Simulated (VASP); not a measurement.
Here is a VASP 6.6.1 calculation.

Contents of INCAR:

```
PREC = Accurate
ENCUT = 500
EDIFF = 1E-6
ISMEAR = 0
SIGMA = 0.1
LREAL = False
LASPH = True
NELM = 120
ALGO = Normal
ISIF = 2
LWAVE = False
LCHARG = False
GGA = PE
NBANDS = 23
GGA_COMPAT = False
```

File KPOINTS:

```
Automatic mesh
0
Gamma
  6 6 2
```

POSCAR

```
Si3Sb2Te
1.0
    4.0625642207      0.0000000000      0.0000000000
   -2.0312821103      3.5182838196      0.0000000000
    0.0000000000      0.0000000000     11.7031278214
Si Sb Te
3 2 1
Direct
    0.3333333333      0.6666666667      0.1271129108
    0.3333333333      0.6666666667      0.3257296639
    0.0000000000      0.0000000000      0.5987084759
    0.0000000000      0.0000000000      0.0249152477
    0.6666666667      0.3333333333      0.4263856611
    0.3333333333      0.6666666667      0.7171480406
```

Potentials or basis: VASP PAW PBE potentials, release 64 (Si, Sb, Te).

The run is started by

```console
$ cat potpaw_PBE.64/Si/POTCAR potpaw_PBE.64/Sb/POTCAR potpaw_PBE.64/Te/POTCAR > POTCAR
$ mpirun -np 1 vasp_std > vasp.out
```

(1) Estimate the largest force.

(2) Predict the pressure.

Results:

(1) 0.089 eV/Å.

(2) 0.3 GPa.

Caveat: this functional lacks dispersion, which binds the layers, so the pressure and a relaxed spacing across them are unreliable.
